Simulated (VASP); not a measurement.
Here is a VASP 6.6.1 calculation.

File INCAR:

```
SYSTEM = HgTe
PREC = Accurate
ENCUT = 500
EDIFF = 1E-6
ISMEAR = -1
SIGMA = 0.08
LREAL = .FALSE.
LASPH = .TRUE.
NELM = 120
ALGO = Normal
ISIF = 2
LWAVE = .FALSE.
LCHARG = .TRUE.
GGA = CA
LELF = .TRUE.
LVHAR = .TRUE.
NBANDS = 16
GGA_COMPAT = .FALSE.
```

KPOINTS

```
Automatic mesh
0
G
  10 10 10
  0 0 0
```

Contents of POSCAR:

```
HgTe
1.0
    0.0000000000      2.9018920266      2.9018920266
    2.9018920266      0.0000000000      2.9018920266
    2.9018920266      2.9018920266      0.0000000000
Hg Te
1 1
Direct
    0.0000000000      0.0000000000      0.0000000000
    0.5000000000      0.5000000000      0.5000000000
```

Potentials or basis: VASP PAW LDA potentials, release 64 (Hg, Te).

Command:

```sh
$ cat potpaw_LDA.64/Hg/POTCAR potpaw_LDA.64/Te/POTCAR > POTCAR
$ mpirun -np 1 vasp_std > vasp.out
```

(1) What does it give for the band gap on the k mesh?

(2) Predict the pressure.

Answers

(1) zero (bands 9 and 10 overlap by 3.38 eV).

(2) 6.3 GPa.

Caveat: the cell stands under pressure; spin-orbit coupling is left out, which moves the levels of the heavy elements.
